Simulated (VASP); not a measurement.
## Mo: relaxation of cell and atoms with r2SCAN

Crystal: Mo.

```
Mo
1.0
    -1.57495    1.57495    1.57495
     1.57495   -1.57495    1.57495
     1.57495    1.57495   -1.57495
Mo
1
Cartesian
  0.0000 0.0000 0.0000
```

```
Program                : VASP 6.6.1
Task                   : relaxation of cell and atoms
Functional             : r2SCAN
Potentials or basis    : VASP PAW PBE potentials, release 64 (Mo_sv)
Cutoff                 : 600 eV
k mesh                 : 16 × 16 × 16
Occupations            : fermi-dirac, width 0.15 eV
Spin                   : no spin polarisation
Dipole correction      : no
Further INCAR settings : ALGO = Normal; EDIFF = 1e-06; IBRION = 2; EDIFFG = -0.001; NSW = 80; ISIF = 3
```

```json
{
 "Relaxed volume": "15.70 Å³/atom",
 "Relaxed cell": "a = 2.732 Å, b = 2.732 Å, c = 2.732 Å, α = 109.47°, β = 109.47°, γ = 109.47°",
 "Space group after relaxing (to 0.1 Å)": "Im-3m (No. 229)",
 "Energy gained by relaxing": "0.3 meV/atom",
 "Ionic steps": "3",
 "Pressure after relaxing": "0.0 GPa",
 "Band gap on the k mesh": "zero (bands 7 and 8 overlap by 5.53 eV)"
}
```

The path:
| step | energy change (eV) | largest force (eV/Å) | pressure (GPa) | volume (Å³) |
| --- | --- | --- | --- | --- |
| 1 | 0.0000 | 0.0000 | 1.32 | 15.63 |
| 2 | 0.0022 | 0.0000 | -3.61 | 15.92 |
| 3 | -0.0003 | 0.0000 | 0.00 | 15.70 |

Final structure:
```xyz
1
Lattice="-1.5775 1.5775 1.5775 1.5775 -1.5775 1.5775 1.5775 1.5775 -1.5775" Properties=species:S:1:pos:R:3 pbc="T T T"
Mo    0.0000    0.0000    0.0000
```

Levels at points of the mesh, in eV from the Fermi level:
```
           k point  band 5  band 6  band 7  band 8  band 9  band 10
(0.00, 0.00, 0.00)   -7.64   -1.40   -1.40   -1.40    1.92     1.92
(0.50, 0.00, 0.00)   -5.56   -3.55    1.57    1.89    2.59     4.91
(0.50, 0.50, 0.50)   -5.60   -5.60    4.13    4.13    4.13     9.45
```

Run time: 5.1 min on 1 thread of AMD EPYC 9R14 (Zen 4), on a shared host, peak memory 0.14 GiB.

Caveat: the PAW data sets were made with another functional, which shifts forces and pressure a little.
